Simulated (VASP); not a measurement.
Wanted: the native input for a VASP 6.6.1 run.

```
Task                   : electric field gradients
Functional             : LDA
Potentials or basis    : VASP PAW LDA potentials, release 64 (La, Zn)
Cutoff                 : 520 eV
k mesh                 : 9 × 9 × 9
Occupations            : fermi-dirac, width 0.05 eV
Spin                   : no spin polarisation
Dipole correction      : no
Further INCAR settings : ALGO = Normal; EDIFF = 1e-08; NBANDS = 18
```

The structure of LaZn lies in POSCAR:

```
LaZn
1.0
    3.7500000000      0.0375000000      0.0375000000
    0.0375000000      3.7500000000      0.0375000000
    0.0375000000      0.0375000000      3.7500000000
La Zn
1 1
Direct
    0.5000000000      0.5000000000      0.5000000000
    0.0000000000      0.0000000000      0.0000000000
```

This cell differs from its parent crystal: equal xy, yz and zx shear strains of +2 %.

The input as run:

INCAR

```
PREC = Accurate ; ENCUT = 520
EDIFF = 1E-8 ; ISMEAR = -1
SIGMA = 0.05 ; LREAL = False
LASPH = True ; NELM = 60
ALGO = Normal ; ISIF = 2
LWAVE = False ; LCHARG = False
GGA = CA ; LEFG = True
NBANDS = 18
```

KPOINTS

```
regular mesh
0
Gamma
  9 9 9
```

Potentials or basis: VASP PAW LDA potentials, release 64 (La, Zn).

The run is started by

```sh
$ cat potpaw_LDA.64/La/POTCAR potpaw_LDA.64/Zn/POTCAR > POTCAR
$ mpirun -np 1 vasp_std > vasp.out
```

Results of the run:

The pressure is -3.9 GPa.

Caveat: the cell differs from its parent crystal (equal xy, yz and zx shear strains of +2 %); without QUAD_EFG the Cq values of the log hold for a quadrupole moment of 1 mb, not for the nuclei.

It took 85 s on 1 thread of Oxide Virtual Turin-like Processor, on a shared host, peak memory 0.19 GiB.
